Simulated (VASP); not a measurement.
A run of VASP 6.6.1 is set up as follows.

Contents of INCAR:

```
SYSTEM = HfO2
PREC = Accurate ; ENCUT = 520
EDIFF = 1E-6 ; ISMEAR = -1
SIGMA = 0.05 ; LREAL = .False.
LASPH = .True. ; NELM = 100
ALGO = Normal ; ISIF = 2
LWAVE = .False. ; LCHARG = .False.
GGA = RP ; NBANDS = 56
```

KPOINTS

```
Automatic mesh
0
Gamma
  4 4 5
  0 0 0
```

POSCAR

```
HfO2
1.0
    5.0803194000      0.0000000000      0.0000000000
    0.0000000000      5.1648674500      0.0000000000
    0.0000000000      0.0000000000      4.8908836500
Hf O
4 8
Direct
    0.2225908200      0.7817995800      0.2720679400
    0.7225908200      0.7182004200      0.7279320600
    0.7774091800      0.2182004200      0.2720679400
    0.2774091800      0.2817995800      0.7279320600
    0.1868153200      0.1636487800      0.1045346200
    0.6868153200      0.3363512200      0.8954653800
    0.8131846800      0.8363512200      0.1045346200
    0.3131846800      0.6636487800      0.8954653800
    0.0000000000      0.5000000000      0.4890544500
    0.5000000000      0.0000000000      0.5109455500
    0.0000000000      0.0000000000      0.5756249900
    0.5000000000      0.5000000000      0.4243750100
```

Potentials or basis: VASP PAW PBE potentials, release 64 (Hf_pv, O).

Run with:

```bash
$ cat potpaw_PBE.64/Hf_pv/POTCAR potpaw_PBE.64/O/POTCAR > POTCAR
$ mpirun -np 1 vasp_std > vasp.out
```

Q: Estimate the pressure.

A: 11.7 GPa.

Q: Predict the largest force.

A: 0.154 eV/Å.

Q: What does it give for the band gap on the k mesh?

A: 3.98 eV.

Stress tensor (GPa, compression positive):
```
11.21  0.00  0.00
 0.00 11.72  0.00
 0.00  0.00 12.15
```

Caveat: the cell stands under pressure; the PAW data sets were made with another functional, which shifts forces and pressure a little; spin-orbit coupling is left out, which moves the levels of the heavy elements; an odd mesh through Γ misses points on the zone boundary, where band edges can lie.
